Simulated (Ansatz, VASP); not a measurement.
Ta: VASP beside Ansatz

File INCAR:

```
SYSTEM = Ta
ALGO = Normal
EDIFF = 1E-7
ENCUT = 520
GGA = PE
ISIF = 2
ISMEAR = -1
LASPH = .TRUE.
LCHARG = .FALSE.
LREAL = .FALSE.
LWAVE = .FALSE.
NBANDS = 18
NELM = 100
PREC = Accurate
SIGMA = 0.08
```

Contents of KPOINTS:

```
k-points
0
G
  12 12 12
  0 0 0
```

The input POSCAR:

```
Ta
1.0
    0.0000000000      2.9243541752      2.9243541752
    2.9243541752      0.0000000000      2.9243541752
    2.9243541752      2.9243541752      0.0000000000
Ta
2
Direct
   -0.1250000000     -0.1250000000     -0.1250000000
    0.1250000000      0.1250000000      0.1250000000
```

Input for Ansatz:

```yaml
crystal:
  lattice:
    - [0.0, 2.9243541752, 2.9243541752]
    - [2.9243541752, 0.0, 2.9243541752]
    - [2.9243541752, 2.9243541752, 0.0]
  atoms:
    - { symbol: Ta, position: [-0.125, -0.125, -0.125] }
    - { symbol: Ta, position: [0.125, 0.125, 0.125] }
kpoints:
  mp_grid: { grid: [12, 12, 12] }
  band_path:
    path:
      - [0.0, 0.0, 0.0]
      - [0.5, 0.0, 0.5]
      - [0.625, 0.25, 0.625]
      - [0.375, 0.375, 0.75]
      - [0.0, 0.0, 0.0]
      - [0.5, 0.5, 0.5]
      - [0.5, 0.25, 0.75]
      - [0.5, 0.0, 0.5]
    npoints: 8
scf:
  occupations: { method: fermi_dirac, width: 0.08 }
hamiltonian:
  xc: pbe
  pseudopotentials: { kind: all_electron, lapw: { basis_error: 0.001 } }
output:
  forces: true
  stress: true
  eigenvalues: true
  populations: true
  dos: { projected: true, de: 0.2, e_range: [-14, 8] }
```

Change from the starting cell: volume scaled by 0.88, LAPW.

Alike in both runs: task single point; functional PBE; k mesh 12 × 12 × 12; occupations fermi-dirac, width 0.08 eV; no spin polarisation.

```csv
,VASP,Ansatz
version,VASP 6.6.1,Ansatz 0.2.0
potentials or method,"VASP PAW PBE potentials, release 64 (Ta_pv), cutoff 520 eV","all-electron LAPW, scalar-relativistic"
```

|  | VASP | Ansatz | Ansatz less VASP |
| --- | --- | --- | --- |
| pressure (GPa) | 11.3 | 10.9 | -0.41 |

Ansatz ran all-electron here, and VASP with PAW potentials.

Spin-orbit coupling is off throughout.
